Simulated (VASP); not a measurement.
The system is LiRh2.

```xyz
3
Lattice="2.8509 0.0000 0.0000 -1.4255 2.4690 0.0000 0.0000 0.0000 6.8987" Properties=species:S:1:pos:R:3 pbc="T T T"
Li    0.0000    0.0000    3.4493
Rh    0.0000    1.6460    5.7902
Rh    1.4255    0.8230    1.1085
```

The cell was generated, and may not be a known phase.

```yaml
Program: VASP 6.6.1
Task: relaxation of cell and atoms
Functional: PBE
Potentials_or_basis: VASP PAW PBE potentials, release 64 (Li_sv, Rh_pv)
Cutoff: 600 eV
k_mesh: 6 × 6 × 4
Occupations: gaussian, width 0.1 eV
Spin: no spin polarisation
```

At the start: pressure -15.6 GPa; volume 16.19 Å³/atom.

How do energy, volume and symmetry change on relaxing?

Over 10 steps the energy falls by 124.5 meV/atom and the volume is 13.96 Å³/atom (-13.7 %); space group P-3m1 (No. 164, to 0.1 Å) before and after.

The path:
| step | energy change (eV) | largest force (eV/Å) | pressure (GPa) | volume (Å³) |
| --- | --- | --- | --- | --- |
| 1 | 0.0000 | 0.6600 | -15.60 | 48.56 |
| 2 | -0.0650 | 1.8972 | 22.79 | 38.29 |
| 3 | -0.3595 | 0.3824 | -0.60 | 42.62 |
| 4 | -0.3596 | 0.4119 | -0.19 | 42.50 |
| 5 | -0.3710 | 0.1310 | -0.12 | 42.21 |
| 6 | -0.3715 | 0.0622 | -0.03 | 42.14 |
| 7 | -0.3728 | 0.0262 | -0.25 | 42.09 |
| 8 | -0.3733 | 0.0174 | -0.49 | 42.04 |
| 9 | -0.3731 | 0.0284 | 0.64 | 41.69 |
| 10 | -0.3735 | 0.0019 | -0.03 | 41.89 |

Final structure:
```cif
data_structure
_symmetry_space_group_name_H-M 'P 1'
_symmetry_Int_Tables_number 1
_cell_length_a 2.7000
_cell_length_b 2.7000
_cell_length_c 6.6358
_cell_angle_alpha 90.000
_cell_angle_beta 90.000
_cell_angle_gamma 120.000
_cell_volume 41.89
loop_
_atom_site_label
_atom_site_type_symbol
_atom_site_fract_x
_atom_site_fract_y
_atom_site_fract_z
_atom_site_occupancy
Li1 Li 0.00000 0.00000 0.50000 1
Rh1 Rh 0.33333 0.66667 0.83682 1
Rh2 Rh 0.66667 0.33333 0.16318 1
```

Caveat: the k points lie up to 0.45 Å⁻¹ apart in the final cell, too coarse for converged energies and pressures of a metal; the cutoff is under 1.25 times the usual one of these potentials, so pressure, stress and relaxed cells hold a basis-set (Pulay) error.
